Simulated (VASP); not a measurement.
**Si: relaxation of cell and atoms with PBE**

Si:

```xyz
1
Lattice="-1.7701 1.7701 1.7701 1.7701 -1.7701 1.7701 1.7701 1.7701 -1.7701" Properties=species:S:1:pos:R:3 pbc="T T T"
Si    0.0000    0.0000    0.0000
```

- Program: VASP 6.6.1
- Task: relaxation of cell and atoms
- Functional: PBE
- Potentials or basis: VASP PAW PBE potentials, release 64 (Si)
- Cutoff: 500 eV
- k mesh: 6 × 6 × 6
- Occupations: gaussian, width 0.1 eV
- Spin: no spin polarisation
- Dipole correction: no
- Further INCAR settings: ALGO = Normal; EDIFF = 1e-07; IBRION = 2; EDIFFG = -0.04; NSW = 90; ISIF = 3

- Relaxed volume: 14.61 Å³/atom
- Relaxed cell: a = 2.668 Å, b = 2.668 Å, c = 2.668 Å, α = 109.47°, β = 109.47°, γ = 109.47°
- Space group after relaxing (to 0.05 Å): Im-3m (No. 229)
- Energy gained by relaxing: 451.2 meV/atom
- Ionic steps: 6
- Pressure after relaxing: -0.2 GPa
- Band gap on the k mesh: zero (band 2 reaches 21.31 eV, above the bottom of band 3 at 5.83 eV)

The path:
```tsv
step	energy change (eV)	largest force (eV/Å)	pressure (GPa)	volume (Å³)
1	0.0000	0.0000	-15.05	22.18
2	-0.4301	0.0000	-4.75	16.14
3	-0.4473	0.0000	-1.58	15.18
4	-0.4508	0.0000	-0.78	14.75
5	-0.4497	0.0000	1.84	14.30
6	-0.4512	0.0000	-0.17	14.61
```

Final structure:
```yaml
crystal:
  lattice:
    - [-1.54017, 1.54017, 1.54017]
    - [1.54017, -1.54017, 1.54017]
    - [1.54017, 1.54017, -1.54017]
  atoms:
    - { symbol: Si, position: [0.00000, 0.00000, 0.00000] }
```

Levels at points of the mesh, in eV from the Fermi level:
```csv
k point,band 1,band 2,band 3,band 4,band 5,band 6
"(0.00, 0.00, 0.00)",-14.30,11.32,11.32,11.32,12.47,12.47
"(0.50, 0.00, 0.00)",-6.97,-6.57,5.41,7.54,8.04,9.79
"(0.50, 0.50, 0.50)",-0.57,-0.57,-0.57,1.07,2.29,2.29
```

Wall time 13 s on 1 thread of Intel Xeon 8259CL (shared host), peak memory 0.13 GiB.

Caveat: the k points lie up to 0.48 Å⁻¹ apart in the final cell; the volume moved by over 15 % at a fixed basis, so the end points are rough.
